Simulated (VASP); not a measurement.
# CaSi3N2 (P-6m2) in VASP: a series of runs, part 2 of 2

VASP 6.6.1. Earlier steps stand in the parts before.

### 6 Relaxation of cell and atoms, PBE

This run uses another cell than the first one, of 21.81 Å³/atom.

Contents of INCAR:

```
SYSTEM = CaSi3N2
PREC = Accurate
ENCUT = 600
EDIFF = 1E-7
ISMEAR = 0
SIGMA = 0.1
LREAL = .False.
LASPH = .True.
NELM = 120
ALGO = Normal
ISIF = 3
LWAVE = .False.
LCHARG = .False.
GGA = PE
IBRION = 2
NSW = 90
EDIFFG = -0.04
GGA_COMPAT = .False.
NELMIN = 4
```

Contents of KPOINTS:

```
Automatic mesh
0
Gamma
  6 6 4
  0 0 0
```

Contents of POSCAR:

```
CaSi3N2
1.0
    5.3955228893      0.0000000000      0.0000000000
   -2.6977614447      4.6726598888      0.0000000000
    0.0000000000      0.0000000000      5.1894303793
Ca Si N
1 3 2
Direct
    0.0000000000      0.0000000000      0.0000000000
    0.0000000000      0.0000000000      0.5000000000
    0.3333333333      0.6666666667      0.0000000000
    0.3333333333      0.6666666667      0.5000000000
    0.6666666667      0.3333333333      0.1077670763
    0.6666666667      0.3333333333      0.8922329237
```

Potentials or basis: VASP PAW PBE potentials, release 64 (Ca_sv, Si, N).

On the command line:

```sh
$ cat potpaw_PBE.64/Ca_sv/POTCAR potpaw_PBE.64/Si/POTCAR potpaw_PBE.64/N/POTCAR > POTCAR
$ mpirun -np 1 vasp_std > vasp.out
```

OUTCAR:

```text
SYSTEM = CaSi3N2
   PREC = Accurate
   ENCUT = 600
   EDIFF = 1E-7
   ISMEAR = 0
   LREAL = .False.
   LASPH = .True.
   NELM = 120
   ISIF = 3
   GGA = PE
   IBRION = 2
   NSW = 90
   EDIFFG = -0.04
   NELMIN = 4

 ion  position               nearest neighbor table
   1  0.000  0.000  0.000-   2 2.59   2 2.59   3 3.12   3 3.12   3 3.12
   2  0.000  0.000  0.500-   1 2.59   1 2.59   4 3.12   4 3.12   4 3.12
   3  0.333  0.667  0.000-   4 2.59   4 2.59   1 3.12   1 3.12   1 3.12
   4  0.333  0.667  0.500-   3 2.59   3 2.59   2 3.12   2 3.12   2 3.12
   5  0.667  0.333  0.108-   6 1.12
   6  0.667  0.333  0.892-   5 1.12

  LATTYP: Found a hexagonal cell.
 ALAT       =     5.3955228893
 C/A-ratio  =     0.9618030515

  Lattice vectors:

 A1 = (   5.3955228893,   0.0000000000,   0.0000000000)
 A2 = (  -2.6977614447,   4.6726598888,   0.0000000000)
 A3 = (   0.0000000000,   0.0000000000,   5.1894303793)

Analysis of symmetry for initial positions (statically):
=====================================================================
 Subroutine PRICEL returns:
 Original cell was already a primitive cell.

 Routine SETGRP: Setting up the symmetry group for a
 hexagonal supercell.

 Subroutine GETGRP returns: Found 12 space group operations
 (whereof 12 operations were pure point group operations)
 out of a pool of 24 trial point group operations.

The static configuration has the point symmetry D_3h.

Analysis of symmetry for dynamics (positions and initial velocities):
=====================================================================
 Subroutine PRICEL returns:
 Original cell was already a primitive cell.

 Routine SETGRP: Setting up the symmetry group for a
 hexagonal supercell.

 Subroutine GETGRP returns: Found 12 space group operations
 (whereof 12 operations were pure point group operations)
 out of a pool of 24 trial point group operations.

The dynamic configuration has the point symmetry D_3h.

 Subroutine INISYM returns: Found 12 space group operations
 (whereof 12 operations are pure point group operations),
 and found     1 'primitive' translations

----------------------------------------------------------------------------------------

                                     Primitive cell

  volume of cell :     130.8330

  direct lattice vectors                    reciprocal lattice vectors
     5.395522889  0.000000000  0.000000000     0.185338849  0.107005434  0.000000000
    -2.697761445  4.672659889  0.000000000     0.000000000  0.214010868  0.000000000
     0.000000000  0.000000000  5.189430379     0.000000000  0.000000000  0.192699377

  length of vectors
     5.395522889  5.395522889  5.189430379     0.214010868  0.214010868  0.192699377

  position of ions in fractional coordinates (direct lattice)
     0.000000000  0.000000000  0.000000000
     0.000000000  0.000000000  0.500000000
     0.333333333  0.666666667  0.000000000
     0.333333333  0.666666667  0.500000000
     0.666666667  0.333333333  0.107767076
     0.666666667  0.333333333  0.892232924

  ion indices of the primitive-cell ions
   primitive index   ion index
                 1           1
                 2           2
                 3           3
                 4           4
                 5           5
                 6           6

[... 29 lines left out ...]
  0.166667  0.000000  0.000000      6.000000
  0.333333  0.000000  0.000000      6.000000
  0.500000  0.000000  0.000000      3.000000
  0.166667  0.166667  0.000000      6.000000
  0.333333  0.166667  0.000000     12.000000
[... 13 lines left out ...]
  0.333333  0.166667  0.500000     12.000000
  0.333333  0.333333  0.500000      2.000000
   k-points           NKPTS =     21   k-points in BZ     NKDIM =     21   number of bands    NBANDS=     20
   number of dos      NEDOS =    301   number of ions     NIONS =      6
   total plane-waves  NPLWV =  96768
   dimension x,y,z NGX =    48 NGY =   48 NGZ =   42
   dimension x,y,z NGXF=    96 NGYF=   96 NGZF=   84
   ions per type =               1   3   2
   NGX,Y,Z   is equivalent  to a cutoff of  14.79, 14.79, 13.45 a.u.
   NGXF,Y,Z  is equivalent  to a cutoff of  29.58, 29.58, 26.91 a.u.
 SYSTEM =  CaSi3N2
   PREC   = accura    normal or accurate (medium, high low for compatibility)
   ISTART =      0    job   : 0-new  1-cont  2-samecut
   ICHARG =      2    charge: 1-file 2-atom 10-const
   ISPIN  =      1    spin polarized calculation?
   LNONCOLLINEAR =      F non collinear calculations
   LSORBIT =      F    spin-orbit coupling
   LASPH  =      T    aspherical Exc in radial PAW
   ENCUT  =  600.0 eV  44.10 Ry    6.64 a.u.  10.78 10.78 10.36*2*pi/ulx,y,z
   NELM   =    120;   NELMIN=  4; NELMDL= -5     # of ELM steps
   EDIFF  = 0.1E-06   stopping-criterion for ELM
   LREAL  =      F    real-space projection
   EDIFFG = -.4E-01   stopping-criterion for IOM
   NSW    =     90    number of steps for IOM
   IBRION =      2    ionic relax: 0-MD 1-quasi-New 2-CG
   NFREE  =      1    steps in history (QN), initial steepest desc. (CG)
   ISIF   =      3    stress and relaxation
   ISYM   =      2    0-nonsym 1-usesym 2-fastsym
   POTIM  = 0.5000    time-step for ionic-motion
   TEBEG  =    0.0;   TEEND  =   0.0 temperature during run
   PSTRESS=    0.0 pullay stress
   NELECT =      32.0000    total number of electrons
   NUPDOWN=      -1.0000    fix difference up-down
   EMIN   =  10.00;   EMAX   =-10.00  energy-range for DOS
   EFERMI =   0.00;   METHOD = LEGACY
   ISMEAR =     0;   SIGMA  =   0.10  broadening in eV -4-tet -1-fermi 0-gaus
   EFERMI_NEDOS =   21; number of points for ismear=-14 and -15
   IALGO  =     38    algorithm
   IMIX   =      4    mixing-type and parameters
     AMIX     =   0.40;   BMIX     =  1.00
     AMIX_MAG =   1.60;   BMIX_MAG =  1.00
  volume/ion in A,a.u.               =      21.81       147.15
  Fermi-wavevector in a.u.,A,eV,Ry     =   1.023809  1.934719 14.261426  1.048185
  Thomas-Fermi vector in A             =   2.157563
   LORBIT       =      0    0 simple, 1 ext, 2 COOP (PROOUT), +10 PAW based schemes
   GGA     = PE    functional components
   LHFCALC =     F    Hartree Fock is set to
   AEXX    =    0.0000 exact exchange contribution
   IVDW    =     0    specifies the selected vdW correction
   LEPSILON=     F    determine dielectric tensor
   LRPA    =     F    only Hartree local field effects (RPA)
 conjugate gradient relaxation of ions
 non-spin polarized calculation
 Gauss-broadening in eV      SIGMA  =   0.10
  energy-cutoff  :      600.00
  volume of cell :      130.83
 maximum number of plane-waves:      4400
 NGX is ok and might be reduce to    48
   NGX = 21   NGY = 21   NGZ = 21

--------------------------------------- Ionic step        1  -------------------------------------------

 number of electron      32.0000000 magnetization

 Free energy of the ion-electron system (eV)
  ---------------------------------------------------
  ext. energy  EPLUGINS =         0.00000000
  ---------------------------------------------------
  free energy    TOTEN  =       -30.07954392 eV

  energy without entropy =      -30.05907234  energy(sigma->0) =      -30.06930813

------------------------ aborting loop because EDIFF is reached ----------------------------------------

  FORCE on cell =-STRESS in cart. coord.  units (eV):
  Direction    XX          YY          ZZ          XY          YZ          ZX
  --------------------------------------------------------------------------------------
  -------------------------------------------------------------------------------------
  Total       -0.9845537     -0.9845537      7.4838521      0.0000000      0.0000000      0.0000000
  in kB      -12.0568150    -12.0568150     91.6470270      0.0000000      0.0000000      0.0000000
  external PRESSURE =      22.5111323 kB  Pullay stress =       0.0000000 kB
[... 101 lines left out ...]
  FREE ENERGIE OF THE ION-ELECTRON SYSTEM (eV)
  ---------------------------------------------------
  free  energy   TOTEN  =       -30.1032821801 eV

  energy  without entropy=      -30.0848903816  energy(sigma->0) =      -30.09408628

[... ionic steps 4 to 8 ...]

--------------------------------------- Ionic step        9  -------------------------------------------

 number of electron      32.0000001 magnetization

------------------------ aborting loop because EDIFF is reached ----------------------------------------
[... 75 lines left out ...]
--------------------------------------- Ionic step       11  -------------------------------------------

 number of electron      32.0000002 magnetization

 Free energy of the ion-electron system (eV)
  ---------------------------------------------------
  ext. energy  EPLUGINS =         0.00000000
  ---------------------------------------------------
  free energy    TOTEN  =       -30.23068503 eV

  energy without entropy =      -30.21046580  energy(sigma->0) =      -30.22057542

 E-fermi :   3.3119     XC(G=0):  -8.7953

 val. band max:        3.2723583541   @ k =   0.3333   0.3333   0.2500
 cond. band min:       3.3347202170   @ k =   0.1667   0.0000   0.2500
 fundamental gap:      0.0623618629
 Fermi energy:         3.3118788049

 k-point     1 :       0.0000    0.0000    0.0000
  band No.  band energies     occupation
      1     -37.3029      2.00000
      2     -20.6463      2.00000
      3     -18.3945      2.00000
      4     -18.3945      2.00000
      5     -18.3652      2.00000
      6      -6.3986      2.00000
[... 505 lines left out ...]
  FREE ENERGIE OF THE ION-ELECTRON SYSTEM (eV)
  ---------------------------------------------------
  free  energy   TOTEN  =       -30.2306850338 eV

  energy  without entropy=      -30.2104658035  energy(sigma->0) =      -30.22057542

 reached required accuracy - stopping structural energy minimisation
```

It took 9 min on 1 thread of Intel Xeon Platinum 8259CL at 2.50GHz (Skylake/Cascade Lake), shared host; peak memory 0.36 GiB.

Results:

```yaml
Free_energy: -30.2307 eV
Relaxed_volume: 21.74 Å³/atom
Relaxed_cell: a = 5.279 Å, b = 5.279 Å, c = 5.405 Å, α = 90.00°, β = 90.00°, γ = 120.00°
Space_group_after_relaxing_to_0.1_Å: P-6m2 (No. 187)
Energy_gained_by_relaxing: 25.2 meV/atom
Ionic_steps: 11
Pressure_after_relaxing: 0.1 GPa
Largest_force_after_relaxing: 0.013 eV/Å
Band_gap_on_the_k_mesh: zero (bands 16 and 17 overlap by 1.09 eV)
```

Forces on the atoms (eV/Å):
```
Ca   0.000  0.000  0.000
Si   0.000  0.000  0.000
Si   0.000  0.000  0.000
Si   0.000  0.000  0.000
N    0.000  0.000 -0.013
N    0.000  0.000  0.013
```

The path:
| step | energy change (eV) | largest force (eV/Å) | pressure (GPa) | volume (Å³) |
| --- | --- | --- | --- | --- |
| 1 | 0.0000 | 1.5989 | 2.25 | 130.83 |
| 2 | 1.3777 | 9.9488 | -8.41 | 136.52 |
| 3 | -0.0237 | 2.3180 | -0.18 | 131.53 |
| 4 | -0.0277 | 1.6983 | 0.24 | 131.37 |
| 5 | -0.1325 | 1.2246 | -1.52 | 134.67 |
| 6 | -0.1365 | 1.2956 | -1.27 | 134.11 |
| 7 | 0.6390 | 17.9668 | 8.21 | 131.56 |
| 8 | -0.1451 | 0.0432 | -0.50 | 133.82 |
| 9 | -0.1451 | 0.0734 | -0.48 | 133.81 |
| 10 | -0.1479 | 0.0472 | -0.34 | 132.90 |
| 11 | -0.1511 | 0.0134 | 0.06 | 130.45 |

Final structure:
```cif
data_structure
_symmetry_space_group_name_H-M 'P 1'
_symmetry_Int_Tables_number 1
_cell_length_a 5.2792
_cell_length_b 5.2792
_cell_length_c 5.4046
_cell_angle_alpha 90.000
_cell_angle_beta 90.000
_cell_angle_gamma 120.000
_cell_volume 130.45
loop_
_atom_site_label
_atom_site_type_symbol
_atom_site_fract_x
_atom_site_fract_y
_atom_site_fract_z
_atom_site_occupancy
Ca1 Ca 0.00000 0.00000 0.00000 1
Si1 Si 0.00000 0.00000 0.50000 1
Si2 Si 0.33333 0.66667 0.00000 1
Si3 Si 0.33333 0.66667 0.50000 1
N1 N 0.66667 0.33333 0.10500 1
N2 N 0.66667 0.33333 0.89500 1
```

Caveat: the standard files for N, O and F lose accuracy on very short bonds.

### 7 Single point, PBE

This run uses another cell than the first one, of 21.90 Å³/atom.

Contents of INCAR:

```
SYSTEM = CaSi3N2
PREC     = Accurate       ! precision mode
ENCUT    = 600            ! plane-wave cutoff, eV
EDIFF    = 1E-6           ! SCF threshold, eV
ISMEAR   = 0              ! smearing method
SIGMA    = 0.1            ! smearing width, eV
LREAL    = .FALSE.        ! projectors in reciprocal space
LASPH    = .TRUE.         ! aspherical terms in the spheres
NELM     = 120            ! most SCF steps
ALGO     = Normal         ! electronic algorithm
ISIF     = 2              ! what is computed and relaxed
LWAVE    = .FALSE.        ! write WAVECAR
LCHARG   = .TRUE.         ! write CHGCAR
GGA      = PE             ! functional
LELF     = .TRUE.         ! ELF
LVHAR    = .TRUE.       
NBANDS   = 25             ! bands
GGA_COMPAT= .FALSE.
```

Contents of KPOINTS:

```
regular mesh
0
G
  12 12 8
  0 0 0
```

Contents of POSCAR:

```
CaSi3N2
1.0
    5.3152015502      0.0000000000      0.0000000000
   -2.6576007751      4.6030995687      0.0000000000
    0.0000000000      0.0000000000      5.3704604878
Ca Si N
1 3 2
Direct
    0.0000000000      0.0000000000      0.0000000000
    0.0000000000      0.0000000000      0.5000000000
    0.3333333333      0.6666666667      0.0000000000
    0.3333333333      0.6666666667      0.5000000000
    0.6666666667      0.3333333333      0.1044488918
    0.6666666667      0.3333333333      0.8955511082
```

On the command line:

```sh
$ cat potpaw_PBE.64/Ca_sv/POTCAR potpaw_PBE.64/Si/POTCAR potpaw_PBE.64/N/POTCAR > POTCAR
$ mpirun -np 1 vasp_std > vasp.out
```

It took 6 min on 1 thread of Intel Xeon Platinum 8259CL at 2.50GHz (Skylake/Cascade Lake), shared host; peak memory 0.52 GiB.

Results (log left out):

```
Free energy            : -30.1991 eV
Pressure               : 0.6 GPa
Largest force          : 1.281 eV/Å
Band gap on the k mesh : zero (bands 16 and 17 overlap by 1.11 eV)
```

Forces on the atoms (eV/Å):
```
Ca   0.000  0.000  0.000
Si   0.000  0.000  0.000
Si   0.000  0.000  0.000
Si   0.000  0.000  0.000
N    0.000  0.000  1.281
N    0.000  0.000 -1.281
```

Stress tensor (GPa, compression positive):
```
-0.01  0.00  0.00
 0.00 -0.01  0.00
 0.00  0.00  1.68
```

Levels at points of the mesh, in eV from the Fermi level:
| k point | band 14 | band 15 | band 16 | band 17 | band 18 | band 19 |
| --- | --- | --- | --- | --- | --- | --- |
| (0.00, 0.00, 0.00) | -1.86 | -1.86 | 0.68 | 0.68 | 1.01 | 1.26 |
| (0.50, 0.00, 0.00) | -2.05 | -0.85 | -0.01 | 0.70 | 0.83 | 0.91 |
| (0.00, 0.00, 0.50) | -1.42 | -1.16 | -0.43 | -0.43 | 0.42 | 0.42 |
| (0.50, 0.00, 0.50) | -1.83 | -0.34 | -0.12 | 0.11 | 1.24 | 1.76 |

Caveat: the standard files for N, O and F lose accuracy on very short bonds; forces of over 1 eV/Å act on the atoms, so gaps and moduli don't describe the material at rest.

### 8 Summary

```csv
task,cell,k mesh,gap on the mesh (eV),pressure (GPa),relaxed volume (Å³/atom),largest force (eV/Å)
single point,"a = 3.772, b = 3.772, c = 7.923 Å, angles 90.0, 90.0, 120.0°, 6 atoms, atomic positions A",6 × 6 × 2,none,11.3,-,1.86
single point,"a = 5.396, b = 5.396, c = 5.189 Å, angles 90.0, 90.0, 120.0°, 6 atoms, atomic positions B",6 × 6 × 2,none,0.7,-,1.34
single point,"a = 5.295, b = 5.295, c = 5.417 Å, angles 90.0, 90.0, 120.0°, 6 atoms, atomic positions C",6 × 6 × 4,none,0.5,-,1.24
relaxation of cell and atoms,"relaxed from a = 3.772, b = 3.772, c = 7.923 Å, angles 90.0, 90.0, 120.0°, 6 atoms, atomic positions A",6 × 6 × 2,none,0.0,20.09,-
relaxation of cell and atoms,"relaxed from a = 5.396, b = 5.396, c = 5.189 Å, angles 90.0, 90.0, 120.0°, 6 atoms, atomic positions B",6 × 6 × 4,none,0.1,21.74,0.01
single point,"a = 5.315, b = 5.315, c = 5.370 Å, angles 90.0, 90.0, 120.0°, 6 atoms, atomic positions D",12 × 12 × 8,none,0.6,-,1.28
```

Alike in all rows: level PBE; potentials or basis VASP PAW PBE potentials, release 64 (Ca_sv, Si, N); no spin polarisation; cutoff (eV) 600; smearing gaussian 0.1 eV.

Caveats: some runs use coarse meshes; forces of over 1 eV/Å act on the atoms, so gaps and moduli don't describe the material at rest (at least some runs); the standard files for N, O and F lose accuracy on very short bonds (at least some runs); semilocal functionals underestimate gaps, and a narrow one can read as zero (at least some runs); the volume moved by over 15 % at a fixed basis, so the end points are rough (at least some runs).

Absolute energies hang on the potentials; compare differences alone.

The gap in the log of VASP goes by the Fermi energy; the results here count the filled bands.